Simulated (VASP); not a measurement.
Crystal: K2S.

```
K S
1.0
     0.00000    3.73147    3.73147
     3.73147    0.00000    3.73147
     3.73147    3.73147    0.00000
K S
2 1
Direct
  0.25000 0.25000 0.25000
  0.75000 0.75000 0.75000
  0.00000 0.00000 0.00000
```

Base run:

```yaml
Program: VASP 6.6.1
Functional: PBE
Potentials_or_basis: VASP PAW PBE potentials, release 64 (K_sv, S)
Cutoff: 500 eV
k_mesh: 8 × 8 × 8
Occupations: gaussian, width 0.05 eV
Spin: no spin polarisation
```

Its results: band gap on the k mesh 2.32 eV (least direct gap 2.49 eV); pressure 0.0 GPa.

**Question.** The run is repeated on the same cell with these changes: functional from PBE to LDA; potentials or basis from VASP PAW PBE potentials, release 64 (K_sv, S) to VASP PAW LDA potentials, release 64 (K_sv, S). What comes out?

**Answer.** Band gap on the k mesh 2.06 eV (least direct gap 2.24 eV); pressure -2.0 GPa.

A k mesh can miss the band edges.
